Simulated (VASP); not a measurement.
# Sb in VASP: single point with PBE

Aim: the single point of Sb with PBE.

Program: VASP 6.6.1. These are calculated values, not measurements. Logs are shortened: lines on timing, memory, paths and dates and some standing lists are left out, and cuts for length are marked.

### Step 1. The cell of the first run

The cell holds a sheet with vacuum, 2 atoms: a = 4.120 Å, b = 4.120 Å, c = 27.100 Å, α = 90.00°, β = 90.00°, γ = 120.00°.

### Step 2. Single point, PBE

Input file INCAR:

```
  PREC = Accurate
  ENCUT = 400
  EDIFF = 1E-6
  ISMEAR = 0
  SIGMA = 0.03
  LREAL = F
  LASPH = T
  NELM = 120
  ALGO = Normal
  ISIF = 2
  LWAVE = F
  LCHARG = F
  LDIPOL = T
  IDIPOL = 3
  DIPOL = 0.5 0.5 0.289
  GGA = PE
  NBANDS = 12
  GGA_COMPAT = F
  NELMDL = -8
```

Input file KPOINTS:

```
Automatic mesh
0
Gamma
  12 12 1
```

Input file POSCAR:

```
Sb
1.0
    4.1204333509      0.0000000000      0.0000000000
   -2.0602166755      3.5683999565      0.0000000000
    0.0000000000      0.0000000000     27.1000000030
Sb
2
Direct
    0.3333333333      0.6666666667      0.2585945619
    0.6666666667      0.3333333333      0.3188962129
```

Potentials or basis: VASP PAW PBE potentials, release 64 (Sb).

On the command line:

```
$ cat potpaw_PBE.64/Sb/POTCAR > POTCAR
$ mpirun -np 1 vasp_std > vasp.out
```

OUTCAR:

```text
PREC = Accurate
   ENCUT = 400
   EDIFF = 1E-6
   ISMEAR = 0
   LREAL = F
   LASPH = T
   NELM = 120
   ISIF = 2
   GGA = PE
   NELMDL = -8

 ion  position               nearest neighbor table
   1  0.333  0.667  0.259-   2 2.89   2 2.89   2 2.89
   2  0.667  0.333  0.319-   1 2.89   1 2.89   1 2.89

  LATTYP: Found a hexagonal cell.
 ALAT       =     4.1204333509
 C/A-ratio  =     6.5769781222

  Lattice vectors:

 A1 = (   4.1204333509,   0.0000000000,   0.0000000000)
 A2 = (  -2.0602166755,   3.5683999565,   0.0000000000)
 A3 = (   0.0000000000,   0.0000000000,  27.1000000030)

Analysis of symmetry for initial positions (statically):
=====================================================================
 Subroutine PRICEL returns:
 Original cell was already a primitive cell.

 Routine SETGRP: Setting up the symmetry group for a
 hexagonal supercell.

 Subroutine GETGRP returns: Found 12 space group operations
 (whereof  6 operations were pure point group operations)
 out of a pool of 24 trial point group operations.

The static configuration has the point symmetry C_3v.
 The point group associated with its full space group is D_3d.

Analysis of symmetry for dynamics (positions and initial velocities):
=====================================================================
 Subroutine PRICEL returns:
 Original cell was already a primitive cell.

 Routine SETGRP: Setting up the symmetry group for a
 hexagonal supercell.

 Subroutine GETGRP returns: Found 12 space group operations
 (whereof  6 operations were pure point group operations)
 out of a pool of 24 trial point group operations.

The dynamic configuration has the point symmetry C_3v.
 The point group associated with its full space group is D_3d.

 Subroutine INISYM returns: Found 12 space group operations
 (whereof  6 operations are pure point group operations),
 and found     1 'primitive' translations

----------------------------------------------------------------------------------------

                                     Primitive cell

  volume of cell :     398.4609

  direct lattice vectors                    reciprocal lattice vectors
     4.120433351  0.000000000  0.000000000     0.242692920  0.140118822  0.000000000
    -2.060216675  3.568399956  0.000000000     0.000000000  0.280237645  0.000000000
     0.000000000  0.000000000 27.100000003     0.000000000  0.000000000  0.036900369

  length of vectors
     4.120433351  4.120433351 27.100000003     0.280237645  0.280237645  0.036900369

  position of ions in fractional coordinates (direct lattice)
     0.333333333  0.666666667  0.258594562
     0.666666667  0.333333333  0.318896213

  ion indices of the primitive-cell ions
   primitive index   ion index
                 1           1
                 2           2

----------------------------------------------------------------------------------------

 KPOINTS: Automatic mesh

Automatic generation of k-mesh.
 Grid dimensions read from file:
 generate k-points for:   12   12    1

 Generating k-lattice:

  Cartesian coordinates                     Fractional coordinates (reciprocal lattice)
     0.020224410  0.011676569  0.000000000     0.083333333  0.000000000  0.000000000
     0.000000000  0.023353137  0.000000000     0.000000000  0.083333333  0.000000000
     0.000000000  0.000000000  0.036900369     0.000000000  0.000000000  1.000000000

  Length of vectors
     0.023353137  0.023353137  0.036900369

  Shift w.r.t. Gamma in fractional coordinates (k-lattice)
     0.000000000  0.000000000  0.000000000

 Subroutine IBZKPT returns following result:
 ===========================================

 Found     19 irreducible k-points:

 Following reciprocal coordinates:
            Coordinates               Weight
  0.000000  0.000000  0.000000      1.000000
  0.083333 -0.000000  0.000000      6.000000
  0.166667  0.000000  0.000000      6.000000
  0.250000 -0.000000  0.000000      6.000000
  0.333333  0.000000  0.000000      6.000000
  0.416667  0.000000  0.000000      6.000000
[... 11 lines left out ...]
  0.333333  0.250000  0.000000     12.000000
  0.333333  0.333333  0.000000      2.000000
   k-points           NKPTS =     19   k-points in BZ     NKDIM =     19   number of bands    NBANDS=     12
   number of dos      NEDOS =    301   number of ions     NIONS =      2
   total plane-waves  NPLWV = 141120
   dimension x,y,z NGX =    28 NGY =   28 NGZ =  180
   dimension x,y,z NGXF=    56 NGYF=   56 NGZF=  360
   ions per type =               2
   NGX,Y,Z   is equivalent  to a cutoff of  11.30, 11.30, 11.04 a.u.
   NGXF,Y,Z  is equivalent  to a cutoff of  22.59, 22.59, 22.08 a.u.
 SYSTEM =  unknown system
   PREC   = accura    normal or accurate (medium, high low for compatibility)
   ISTART =      0    job   : 0-new  1-cont  2-samecut
   ICHARG =      2    charge: 1-file 2-atom 10-const
   ISPIN  =      1    spin polarized calculation?
   LNONCOLLINEAR =      F non collinear calculations
   LSORBIT =      F    spin-orbit coupling
   LASPH  =      T    aspherical Exc in radial PAW
   ENCUT  =  400.0 eV  29.40 Ry    5.42 a.u.   6.72  6.72 44.19*2*pi/ulx,y,z
   NELM   =    120;   NELMIN=  2; NELMDL= -8     # of ELM steps
   EDIFF  = 0.1E-05   stopping-criterion for ELM
   LREAL  =      F    real-space projection
   EDIFFG = 0.1E-04   stopping-criterion for IOM
   NSW    =      0    number of steps for IOM
   IBRION =     -1    ionic relax: 0-MD 1-quasi-New 2-CG
   NFREE  =      0    steps in history (QN), initial steepest desc. (CG)
   ISIF   =      2    stress and relaxation
   ISYM   =      2    0-nonsym 1-usesym 2-fastsym
   POTIM  = 0.5000    time-step for ionic-motion
   TEBEG  =    0.0;   TEEND  =   0.0 temperature during run
   PSTRESS=    0.0 pullay stress
   NELECT =      10.0000    total number of electrons
   NUPDOWN=      -1.0000    fix difference up-down
   EMIN   =  10.00;   EMAX   =-10.00  energy-range for DOS
   EFERMI =   0.00;   METHOD = LEGACY
   ISMEAR =     0;   SIGMA  =   0.03  broadening in eV -4-tet -1-fermi 0-gaus
   EFERMI_NEDOS =   21; number of points for ismear=-14 and -15
   IALGO  =     38    algorithm
   IMIX   =      4    mixing-type and parameters
     AMIX     =   0.40;   BMIX     =  1.00
     AMIX_MAG =   1.60;   BMIX_MAG =  1.00
  volume/ion in A,a.u.               =     199.23      1344.47
  Fermi-wavevector in a.u.,A,eV,Ry     =   0.479306  0.905757  3.125725  0.229734
  Thomas-Fermi vector in A             =   1.476252
   LORBIT       =      0    0 simple, 1 ext, 2 COOP (PROOUT), +10 PAW based schemes
   GGA     = PE    functional components
   LHFCALC =     F    Hartree Fock is set to
   AEXX    =    0.0000 exact exchange contribution
   IVDW    =     0    specifies the selected vdW correction
   LEPSILON=     F    determine dielectric tensor
   LRPA    =     F    only Hartree local field effects (RPA)
 non-spin polarized calculation
 Gauss-broadening in eV      SIGMA  =   0.03
  energy-cutoff  :      400.00
  volume of cell :      398.46
 maximum number of plane-waves:      7281
 NGX is ok and might be reduce to    28
   NGX = 13   NGY = 13   NGZ = 89

 dipolmoment           0.000000      0.000000      0.000001 electrons x Angstroem

 number of electron      10.0000001 magnetization

 dipolmoment           0.000000      0.000000     -0.000000 electrons x Angstroem

 Free energy of the ion-electron system (eV)
  ---------------------------------------------------
  ext. energy  EPLUGINS =         0.00000000
  ---------------------------------------------------
  free energy    TOTEN  =        -8.10617231 eV

  energy without entropy =       -8.10617231  energy(sigma->0) =       -8.10617231

 E-fermi :  -3.0088     XC(G=0):  -1.9861

 val. band max:       -3.1459909933   @ k =   0.0000   0.0000   0.0000
 cond. band min:      -1.8331949588   @ k =   0.3333   0.0000   0.0000
 fundamental gap:      1.3127960344
 Fermi energy:        -3.0088246844

 k-point     1 :       0.0000    0.0000    0.0000
  band No.  band energies     occupation
      1     -14.3988      2.00000
      2      -9.3889      2.00000
      3      -3.6837      2.00000
      4      -3.1460      2.00000
      5      -3.1460      2.00000
      6      -1.5855      0.00000
      7      -0.3381      0.00000
      8      -0.3381      0.00000
      9       1.1913      0.00000
     10       1.4515      0.00000
     11       1.8973      0.00000
     12       2.1935      0.00000

 k-point     2 :       0.0833   -0.0000    0.0000
  band No.  band energies     occupation
      1     -14.3253      2.00000
      2      -9.3878      2.00000
      3      -3.8686      2.00000
      4      -3.6523      2.00000
      5      -3.3146      2.00000
      6      -1.0788      0.00000
      7      -0.4320      0.00000
      8      -0.1731      0.00000
      9       1.2885      0.00000
     10       1.5349      0.00000
     11       1.9786      0.00000
     12       2.2770      0.00000

 k-point     3 :       0.1667    0.0000    0.0000
  band No.  band energies     occupation
      1     -14.1071      2.00000
      2      -9.4195      2.00000
      3      -4.9265      2.00000
      4      -3.6896      2.00000
      5      -3.5918      2.00000
      6      -1.3498      0.00000
      7       0.1499      0.00000
      8       0.1502      0.00000
      9       1.5283      0.00000
     10       1.7755      0.00000
     11       2.2125      0.00000
     12       2.5163      0.00000
[... 211 lines left out ...]
 k-point    18 :       0.3333    0.2500    0.0000
  band No.  band energies     occupation
      1     -12.0967      2.00000
      2     -11.1297      2.00000
      3      -6.4708      2.00000
      4      -5.2461      2.00000
      5      -4.5474      2.00000
      6      -1.3881      0.00000
      7       0.1179      0.00000
      8       0.5730      0.00000
      9       3.1260      0.00000
     10       3.7097      0.00000
     11       3.9738      0.00000
     12       4.3119      0.00000

 k-point    19 :       0.3333    0.3333    0.0000
  band No.  band energies     occupation
      1     -11.6031      2.00000
      2     -11.6031      2.00000
      3      -6.6399      2.00000
      4      -4.8895      2.00000
      5      -4.8895      2.00000
      6      -1.5836      0.00000
      7       0.4860      0.00000
      8       0.4860      0.00000
      9       3.4950      0.00000
     10       4.1321      0.00000
     11       4.1321      0.00000
     12       4.6017      0.00000

------------------------ aborting loop because EDIFF is reached ----------------------------------------

 vacuum level on the upper side and lower side of the slab       (xc-potential included)        -0.008        -0.008

  FORCE on cell =-STRESS in cart. coord.  units (eV):
  Direction    XX          YY          ZZ          XY          YZ          ZX
  --------------------------------------------------------------------------------------
  -------------------------------------------------------------------------------------
  Total        0.0483930      0.0483930      0.1395032     -0.0000000     -0.0000000      0.0000000
  in kB        0.1945843      0.1945843      0.5609307     -0.0000000     -0.0000000      0.0000000
  external PRESSURE =       0.3166998 kB  Pullay stress =       0.0000000 kB

 VOLUME and BASIS-vectors are now :
 -----------------------------------------------------------------------------
  energy-cutoff  :      400.00
  volume of cell :      398.46
      direct lattice vectors                 reciprocal lattice vectors
     4.120433351  0.000000000  0.000000000     0.242692920  0.140118822  0.000000000
    -2.060216675  3.568399956  0.000000000     0.000000000  0.280237645  0.000000000
     0.000000000  0.000000000 27.100000003     0.000000000  0.000000000  0.036900369

 POSITION                                       TOTAL-FORCE (eV/Angst)
 -----------------------------------------------------------------------------------
     -0.00000      2.37893      7.00791        -0.000000     -0.000000     -0.088596
      2.06022      1.18947      8.64209         0.000000      0.000000      0.088596
 -----------------------------------------------------------------------------------
    total drift:                               -0.000000     -0.000000     -0.000003

  FREE ENERGIE OF THE ION-ELECTRON SYSTEM (eV)
  ---------------------------------------------------
  free  energy   TOTEN  =        -8.1061723120 eV

  energy  without entropy=       -8.1061723120  energy(sigma->0) =       -8.10617231

 vacuum level on the upper side and lower side of the slab         1.716         1.716
```

Run time: 2 min. Hardware: 1 thread of Intel Xeon 8259CL, shared host; peak memory 0.31 GiB.

What came out:

```
Free energy            : -8.1062 eV
Largest force          : 0.089 eV/Å
Band gap on the k mesh : 1.31 eV (least direct gap 1.56 eV)
```

Forces on the atoms (eV/Å):
```
Sb   0.000  0.000 -0.089
Sb   0.000  0.000  0.089
```

Levels at points of the mesh, in eV from the valence-band top:
```tsv
k point	band 2	band 3	band 4	band 5	band 6	band 7	band 8	band 9
(0.00, 0.00, 0.00)	-6.24	-0.54	0.00	0.00	1.56	2.81	2.81	4.34
(0.50, 0.00, 0.00)	-7.75	-2.90	-1.55	-1.41	1.65	2.51	3.59	5.12
```

Caveat: spin-orbit coupling is left out, which moves the levels of the heavy elements.
